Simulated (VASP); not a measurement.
# Si2Cl (P3m1) in VASP: a series of runs, part 3 of 3

VASP 6.6.1. The steps go on from the part before.

### Step 5. Single point, PBE

This run uses another cell than the first one, of 25.59 Å³/atom, 1.014 times its volume.

Input file INCAR:

```
ALGO = Normal ; EDIFF = 1E-6
ENCUT = 500 ; GGA = PE
GGA_COMPAT = False ; ISIF = 2
ISMEAR = 0 ; LASPH = True
LCHARG = False ; LREAL = False
LWAVE = False ; NBANDS = 14
NELM = 120 ; PREC = Accurate
SIGMA = 0.1
```

Input file KPOINTS:

```
k-points
0
Gamma
  6 6 4
```

Input file POSCAR:

```
Si2Cl
1.0
    3.4735527094      0.0000000000      0.0000000000
   -1.7367763547      3.0081848877      0.0000000000
    0.0000000000      0.0000000000      7.3479088484
Si Cl
2 1
Direct
    0.3333333333      0.6666666667     -0.0734782585
    0.6666666667      0.3333333333      0.7416505074
    0.3333333333      0.6666666667      0.2068277511
```

Potentials or basis: VASP PAW PBE potentials, release 64 (Si, Cl).

Launch:

```console
> cat potpaw_PBE.64/Si/POTCAR potpaw_PBE.64/Cl/POTCAR > POTCAR
> mpirun -np 1 vasp_std > vasp.out
```

OUTCAR:

```text
EDIFF = 1E-6
   ENCUT = 500
   GGA = PE
   ISIF = 2
   ISMEAR = 0
   LASPH = True
   LREAL = False
   NELM = 120
   PREC = Accurate

 ion  position               nearest neighbor table
   1  0.333  0.667  0.927-   3 2.06   2 2.42   2 2.42   2 2.42
   2  0.667  0.333  0.742-   1 2.42   1 2.42   1 2.42
   3  0.333  0.667  0.207-   1 2.06

  LATTYP: Found a hexagonal cell.
 ALAT       =     3.4735527094
 C/A-ratio  =     2.1153871736

  Lattice vectors:

 A1 = (   3.4735527094,   0.0000000000,   0.0000000000)
 A2 = (  -1.7367763547,   3.0081848877,   0.0000000000)
 A3 = (   0.0000000000,   0.0000000000,   7.3479088484)

Analysis of symmetry for initial positions (statically):
=====================================================================
 Subroutine PRICEL returns:
 Original cell was already a primitive cell.

 Routine SETGRP: Setting up the symmetry group for a
 hexagonal supercell.

 Subroutine GETGRP returns: Found  6 space group operations
 (whereof  6 operations were pure point group operations)
 out of a pool of 24 trial point group operations.

The static configuration has the point symmetry C_3v.

Analysis of symmetry for dynamics (positions and initial velocities):
=====================================================================
 Subroutine PRICEL returns:
 Original cell was already a primitive cell.

 Routine SETGRP: Setting up the symmetry group for a
 hexagonal supercell.

 Subroutine GETGRP returns: Found  6 space group operations
 (whereof  6 operations were pure point group operations)
 out of a pool of 24 trial point group operations.

The dynamic configuration has the point symmetry C_3v.

 Subroutine INISYM returns: Found  6 space group operations
 (whereof  6 operations are pure point group operations),
 and found     1 'primitive' translations

----------------------------------------------------------------------------------------

                                     Primitive cell

  volume of cell :      76.7790

  direct lattice vectors                    reciprocal lattice vectors
     3.473552709  0.000000000  0.000000000     0.287889686  0.166213188  0.000000000
    -1.736776355  3.008184888  0.000000000     0.000000000  0.332426376  0.000000000
     0.000000000  0.000000000  7.347908848     0.000000000  0.000000000  0.136093142

  length of vectors
     3.473552709  3.473552709  7.347908848     0.332426376  0.332426376  0.136093142

  position of ions in fractional coordinates (direct lattice)
     0.333333333  0.666666667  0.926521741
     0.666666667  0.333333333  0.741650507
     0.333333333  0.666666667  0.206827751

  ion indices of the primitive-cell ions
   primitive index   ion index
                 1           1
                 2           2
                 3           3

----------------------------------------------------------------------------------------

 KPOINTS: k-points

Automatic generation of k-mesh.
[... 27 lines left out ...]
  0.166667  0.166667  0.000000      6.000000
  0.333333  0.166667  0.000000     12.000000
[... 16 lines left out ...]
  0.333333  0.166667  0.500000     12.000000
  0.333333  0.333333  0.500000      2.000000
   k-points           NKPTS =     24   k-points in BZ     NKDIM =     24   number of bands    NBANDS=     14
   number of dos      NEDOS =    301   number of ions     NIONS =      3
   total plane-waves  NPLWV =  42336
   dimension x,y,z NGX =    28 NGY =   28 NGZ =   54
   dimension x,y,z NGXF=    56 NGYF=   56 NGZF=  108
   ions per type =               2   1
   NGX,Y,Z   is equivalent  to a cutoff of  13.40, 13.40, 12.22 a.u.
   NGXF,Y,Z  is equivalent  to a cutoff of  26.80, 26.80, 24.43 a.u.
 SYSTEM =  unknown system
   PREC   = accura    normal or accurate (medium, high low for compatibility)
   ISTART =      0    job   : 0-new  1-cont  2-samecut
   ICHARG =      2    charge: 1-file 2-atom 10-const
   ISPIN  =      1    spin polarized calculation?
   LNONCOLLINEAR =      F non collinear calculations
   LSORBIT =      F    spin-orbit coupling
   LASPH  =      T    aspherical Exc in radial PAW
   ENCUT  =  500.0 eV  36.75 Ry    6.06 a.u.   6.33  6.33 13.40*2*pi/ulx,y,z
   NELM   =    120;   NELMIN=  2; NELMDL= -5     # of ELM steps
   EDIFF  = 0.1E-05   stopping-criterion for ELM
   LREAL  =      F    real-space projection
   EDIFFG = 0.1E-04   stopping-criterion for IOM
   NSW    =      0    number of steps for IOM
   IBRION =     -1    ionic relax: 0-MD 1-quasi-New 2-CG
   NFREE  =      0    steps in history (QN), initial steepest desc. (CG)
   ISIF   =      2    stress and relaxation
   ISYM   =      2    0-nonsym 1-usesym 2-fastsym
   POTIM  = 0.5000    time-step for ionic-motion
   TEBEG  =    0.0;   TEEND  =   0.0 temperature during run
   PSTRESS=    0.0 pullay stress
   NELECT =      15.0000    total number of electrons
   NUPDOWN=      -1.0000    fix difference up-down
   EMIN   =  10.00;   EMAX   =-10.00  energy-range for DOS
   EFERMI =   0.00;   METHOD = LEGACY
   ISMEAR =     0;   SIGMA  =   0.10  broadening in eV -4-tet -1-fermi 0-gaus
   EFERMI_NEDOS =   21; number of points for ismear=-14 and -15
   IALGO  =     38    algorithm
   IMIX   =      4    mixing-type and parameters
     AMIX     =   0.40;   BMIX     =  1.00
     AMIX_MAG =   1.60;   BMIX_MAG =  1.00
  volume/ion in A,a.u.               =      25.59       172.71
  Fermi-wavevector in a.u.,A,eV,Ry     =   0.949929  1.795106 12.277425  0.902365
  Thomas-Fermi vector in A             =   2.078258
   LORBIT       =      0    0 simple, 1 ext, 2 COOP (PROOUT), +10 PAW based schemes
   GGA     = PE    functional components
   LHFCALC =     F    Hartree Fock is set to
   AEXX    =    0.0000 exact exchange contribution
   IVDW    =     0    specifies the selected vdW correction
   LEPSILON=     F    determine dielectric tensor
   LRPA    =     F    only Hartree local field effects (RPA)
 non-spin polarized calculation
 Gauss-broadening in eV      SIGMA  =   0.10
  energy-cutoff  :      500.00
  volume of cell :       76.78
 maximum number of plane-waves:      1983
 NGX is ok and might be reduce to    28
   NGX = 13   NGY = 13   NGZ = 27

 number of electron      14.9999999 magnetization

 Free energy of the ion-electron system (eV)
  ---------------------------------------------------
  ext. energy  EPLUGINS =         0.00000000
  ---------------------------------------------------
  free energy    TOTEN  =       -12.52048937 eV

  energy without entropy =      -12.51576296  energy(sigma->0) =      -12.51812617

 E-fermi :   2.4291     XC(G=0):  -8.2514

 val. band max:        2.2018370514   @ k =   0.1667  -0.0000   0.2500
 cond. band min:       2.4545874708   @ k =   0.5000   0.0000   0.5000
 fundamental gap:      0.2527504194
 Fermi energy:         2.4290504162

 k-point     1 :       0.0000    0.0000    0.0000
  band No.  band energies     occupation
      1     -13.4884      2.00000
      2      -8.2313      2.00000
      3      -3.8456      2.00000
      4       0.5095      2.00000
      5       0.5473      2.00000
      6       0.5473      2.00000
      7       4.5193      0.00000
      8       4.5193      0.00000
      9       5.2199      0.00000
     10       7.6281      0.00000
     11       7.6281      0.00000
     12       8.1188      0.00000
     13       9.9665      0.00000
     14      11.6818      0.00000
[... 377 lines left out ...]
      1     -12.9081      2.00000
      2      -4.6770      2.00000
      3      -4.0447      2.00000
      4      -1.8047      2.00000
      5      -1.7322      2.00000
      6      -1.1859      2.00000
      7      -0.3295      2.00000
      8       2.7202      0.00004
      9       4.9121      0.00000
     10       5.6030      0.00000
     11       8.1261      0.00000
     12       9.9604      0.00000
     13      11.0587      0.00000
     14      11.6614      0.00000

------------------------ aborting loop because EDIFF is reached ----------------------------------------

  FORCE on cell =-STRESS in cart. coord.  units (eV):
  Direction    XX          YY          ZZ          XY          YZ          ZX
  --------------------------------------------------------------------------------------
  -------------------------------------------------------------------------------------
  Total       -0.0301726     -0.0301726     -0.0818978      0.0000000      0.0000000      0.0000000
  in kB       -0.6296230     -0.6296230     -1.7089944      0.0000000      0.0000000      0.0000000
  external PRESSURE =      -0.9894134 kB  Pullay stress =       0.0000000 kB

 VOLUME and BASIS-vectors are now :
 -----------------------------------------------------------------------------
  energy-cutoff  :      500.00
  volume of cell :       76.78
      direct lattice vectors                 reciprocal lattice vectors
     3.473552709  0.000000000  0.000000000     0.287889686  0.166213188  0.000000000
    -1.736776355  3.008184888  0.000000000     0.000000000  0.332426376  0.000000000
     0.000000000  0.000000000  7.347908848     0.000000000  0.000000000  0.136093142

 POSITION                                       TOTAL-FORCE (eV/Angst)
 -----------------------------------------------------------------------------------
     -0.00000      2.00546      6.80800         0.000000     -0.000000      0.035598
      1.73678      1.00273      5.44958        -0.000000      0.000000      0.004631
     -0.00000      2.00546      1.51975         0.000000      0.000000     -0.040228
 -----------------------------------------------------------------------------------
    total drift:                                0.000000      0.000000     -0.000533

  FREE ENERGIE OF THE ION-ELECTRON SYSTEM (eV)
  ---------------------------------------------------
  free  energy   TOTEN  =       -12.5204893727 eV

  energy  without entropy=      -12.5157629629  energy(sigma->0) =      -12.51812617
```

Run time: 13 s. Hardware: 1 thread of Intel Xeon 6975P-C (Granite Rapids), shared host; peak memory 0.19 GiB.

Results:

* Free energy: -12.5205 eV
* Pressure: -0.1 GPa
* Largest force: 0.040 eV/Å

Forces on the atoms (eV/Å):
```
Si   0.000  0.000  0.036
Si   0.000  0.000  0.005
Cl   0.000  0.000 -0.040
```

Levels at points of the mesh, in eV from the Fermi level:
| k point | band 4 | band 5 | band 6 | band 7 | band 8 | band 9 | band 10 | band 11 |
| --- | --- | --- | --- | --- | --- | --- | --- | --- |
| (0.00, 0.00, 0.00) | -1.92 | -1.88 | -1.88 | 2.09 | 2.09 | 2.79 | 5.20 | 5.20 |
| (0.50, 0.00, 0.00) | -4.70 | -4.04 | -2.50 | -0.43 | 0.05 | 2.09 | 3.10 | 5.39 |
| (0.00, 0.00, 0.50) | -2.59 | -1.88 | -1.88 | 2.08 | 2.08 | 4.14 | 5.21 | 5.21 |
| (0.50, 0.00, 0.50) | -4.60 | -4.11 | -2.50 | -0.31 | 0.03 | 1.77 | 3.07 | 5.09 |

Caveat: an odd number of electrons without spin polarisation forces a metal; a magnetic or distorted state may lie lower.

### Step 6. Overview

| task | cell | k mesh | cutoff (eV) | gap on the mesh (eV) | pressure (GPa) | largest force (eV/Å) |
| --- | --- | --- | --- | --- | --- | --- |
| single point | a = 3.447, b = 3.447, c = 7.357 Å, angles 90.0, 90.0, 120.0°, 3 atoms | 18 × 18 × 6 | 520 | none | -0.1 | 0.05 |
| relaxation of cell and atoms | relaxed from a = 3.474, b = 3.474, c = 7.348 Å, angles 90.0, 90.0, 120.0°, 3 atoms | 18 × 18 × 6 | 600 | none | 0.0 | 0.01 |
| single point | a = 3.408, b = 3.408, c = 5.565 Å, angles 90.0, 90.0, 120.0°, 3 atoms | 6 × 6 × 4 | 500 | none | 26.8 | 4.24 |
| single point | a = 3.474, b = 3.474, c = 7.348 Å, angles 90.0, 90.0, 120.0°, 3 atoms | 6 × 6 × 4 | 500 | none | -0.1 | 0.04 |

Alike in all rows: level PBE; potentials or basis VASP PAW PBE potentials, release 64 (Si, Cl); no spin polarisation; smearing gaussian 0.1 eV.

Caveats: an odd number of electrons without spin polarisation forces a metal; a magnetic or distorted state may lie lower.

Total energies depend on the potentials used, so only differences within one code and one set of settings carry meaning.
